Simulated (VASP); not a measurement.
Input of a VASP 6.6.1 run:

INCAR

```
SYSTEM = Zn
PREC = Accurate
ENCUT = 520
EDIFF = 1E-6
ISMEAR = -1
SIGMA = 0.1
LREAL = .False.
LASPH = .True.
NELM = 80
ALGO = Normal
ISIF = 2
LWAVE = .False.
LCHARG = .False.
LDIPOL = .True.
IDIPOL = 3
DIPOL = 0.5 0.5 0.500
GGA = PS
NBANDS = 25
```

KPOINTS

```
regular mesh
0
Gamma
  16 16 1
  0 0 0
```

Contents of POSCAR:

```
Zn
1.0
    2.5896975848      0.0000000000      0.0000000000
   -1.2948487924      2.2427438966      0.0000000000
    0.0000000000      0.0000000000     20.9176000000
Zn
3
Direct
    0.0000000000      0.0000000000      0.3863117081
    0.3333333333      0.6666666667      0.4999999975
    0.0000000000      0.0000000000      0.6136882944
```

Potentials or basis: VASP PAW PBE potentials, release 64 (Zn).

Run with:

```console
$ cat potpaw_PBE.64/Zn/POTCAR > POTCAR
$ mpirun -np 1 vasp_std > vasp.out
```

Problem. Estimate the band gap on the k mesh.

Solution. Zero (bands 18 and 19 overlap by 3.55 eV).

Problem. Predict the largest force.

Solution. 0.014 eV/Å.

Forces on the atoms (eV/Å):
```
Zn   0.000  0.000 -0.014
Zn   0.000  0.000  0.000
Zn   0.000  0.000  0.014
```

Caveat: the PAW data sets were made with another functional, which shifts forces and pressure a little.
